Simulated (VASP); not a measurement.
AlN: single point with LDA

AlN:

```
Al N
1.0
    -1.63784    2.83682    0.00000
     0.00000    0.00000    4.10063
     4.91352    2.83682    0.00000
Al N
4 4
Direct
  0.52400 0.75000 0.09896
  0.00000 0.75000 0.66667
  0.00000 0.25000 0.33333
  0.50000 0.25000 0.83333
  0.50000 0.25000 0.16667
  0.00000 0.25000 0.66667
  0.00000 0.75000 0.33333
  0.50000 0.75000 0.83333
```

This cell differs from its parent crystal: atom 1 (Al) moved by -0.372 Å along [1 0 0] and -0.124 Å along [1 2 0].

```json
{
 "Program": "VASP 6.6.1",
 "Task": "single point",
 "Functional": "LDA",
 "Potentials or basis": "VASP PAW LDA potentials, release 64 (Al, N)",
 "Cutoff": "520 eV",
 "k mesh": "8 × 6 × 4",
 "Occupations": "gaussian, width 0.05 eV",
 "Spin": "no spin polarisation"
}
```

| Property | Result |
| --- | --- |
| Pressure | 11.0 GPa |
| Largest force | 17.401 eV/Å |
| Band gap on the k mesh | 2.79 eV, direct |

Forces on the atoms (eV/Å):
```
Al   15.003   8.814   0.000
Al   -1.946  -1.060   0.000
Al   -0.440  -0.132   0.000
Al   -0.352  -0.332   0.000
N    -1.737  -0.772   0.000
N     0.820   0.486   0.000
N    -1.299  -0.665   0.000
N   -10.049  -6.339   0.000
```

Stress tensor (GPa, compression positive):
```
23.37 17.16  0.00
17.16  8.47  0.00
 0.00  0.00  1.09
```

Levels at points of the mesh, in eV from the valence-band top:
```
           k point  band 13  band 14  band 15  band 16  band 17  band 18  band 19  band 20
(0.00, 0.00, 0.00)    -2.40    -1.79    -0.21     0.00     2.79     3.84     4.66     7.06
(0.50, 0.00, 0.00)    -2.82    -2.28    -2.15    -2.00     5.00     5.06     5.69     5.90
(0.00, 0.50, 0.00)    -2.50    -1.61    -1.47    -1.01     4.03     4.89     5.73     6.20
(0.50, 0.50, 0.00)    -1.83    -1.40    -0.56    -0.50     5.47     5.59     6.27     6.59
(0.00, 0.00, 0.50)    -2.25    -1.95    -0.71    -0.14     3.76     5.06     6.03     6.28
(0.50, 0.00, 0.50)    -2.97    -2.56    -1.57    -1.28     3.31     4.03     6.31     7.03
(0.00, 0.50, 0.50)    -2.39    -1.45    -1.36    -1.10     3.84     5.00     5.36     6.41
(0.50, 0.50, 0.50)    -2.64    -2.21    -1.24    -1.03     4.52     4.67     5.30     5.63
```

Run time: 75 s on 1 thread of Intel(R) Xeon(R) 6975P-C (Granite Rapids) (shared host), peak memory 0.21 GiB.

Caveat: the cell differs from its parent crystal (atom 1 (Al) moved by -0.372 Å along [1 0 0] and -0.124 Å along [1 2 0]); forces of over 1 eV/Å act on the atoms, so gaps and moduli don't describe the material at rest. A k mesh can miss the band edges.
